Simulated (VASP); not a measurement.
Here is a VASP 6.6.1 calculation.

INCAR

```
PREC = Accurate
ENCUT = 520
EDIFF = 1E-7
ISMEAR = 0
SIGMA = 0.1
LREAL = F
LASPH = T
NELM = 80
ALGO = Fast
ISIF = 2
LWAVE = F
LCHARG = F
GGA = PE
NBANDS = 19
```

File KPOINTS:

```
regular mesh
0
Gamma
  38 38 38
```

The input POSCAR:

```
Cr
1.0
    2.8141725599      0.0000000000      0.0000000000
    0.0000000000      2.8141725599      0.0000000000
    0.0000000000      0.0000000000      2.8141725599
Cr
2
Direct
    0.0000000000      0.0000000000      0.0000000000
    0.5000000000      0.5000000000      0.5000000000
```

Potentials or basis: VASP PAW PBE potentials, release 64 (Cr_pv).

Command:

```console
$ cat potpaw_PBE.64/Cr_pv/POTCAR > POTCAR
$ mpirun -np 1 vasp_std > vasp.out
```

Predict the pressure.

9.5 GPa.

What does it give for the band gap on the k mesh?

Zero (bands 12 and 13 overlap by 1.63 eV).

Caveat: the cell stands under pressure; the run has no spin polarisation, though such a crystal can be magnetic. Spin polarisation is off, so any magnetic state and its effect on volume and gap are missing.
